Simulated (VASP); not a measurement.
Here is a VASP 6.6.1 calculation.

The input INCAR:

```
SYSTEM = GaF
  ALGO = Normal
  EDIFF = 1E-7
  EDIFFG = -0.01
  ENCUT = 600
  GGA = PE
  IBRION = 2
  ISIF = 3
  ISMEAR = -1
  IVDW = 12
  LASPH = .TRUE.
  LCHARG = .FALSE.
  LREAL = .FALSE.
  LWAVE = .FALSE.
  NELM = 80
  NSW = 60
  PREC = Accurate
  SIGMA = 0.05
```

The input KPOINTS:

```
k-points
0
G
  8 8 8
  0 0 0
```

File POSCAR:

```
GaF
1.0
    3.1659200000      0.0000000000      0.0000000000
    0.0000000000      3.1659200000      0.0000000000
    0.0000000000      0.0000000000      3.1659200000
Ga F
1 1
Direct
    0.0000000000      0.0000000000      0.0000000000
    0.5000000000      0.5000000000      0.5000000000
```

Potentials or basis: VASP PAW PBE potentials, release 64 (Ga_d, F).

Command:

```console
$ cat potpaw_PBE.64/Ga_d/POTCAR potpaw_PBE.64/F/POTCAR > POTCAR
$ mpirun -np 1 vasp_std > vasp.out
```

Task: Estimate the relaxed volume.

Result: 16.59 Å³/atom.

Task: Estimate the band gap on the k mesh.

Result: 0.66 eV, indirect (least direct gap 1.25 eV).

Task: Predict the relaxed cell.

Result: a = 3.213 Å, b = 3.213 Å, c = 3.213 Å, α = 90.00°, β = 90.00°, γ = 90.00°.

Step by step:
```csv
step,energy change (eV),largest force (eV/Å),pressure (GPa),volume (Å³)
1,0.0000,0.0000,6.79,31.73
2,-0.0239,0.0000,-1.49,34.92
3,-0.0425,0.0000,-1.55,33.54
4,-0.0444,0.0000,-0.02,33.18
```

A k mesh can miss the band edges. As with any semilocal functional, this PBE gap is likely too small.
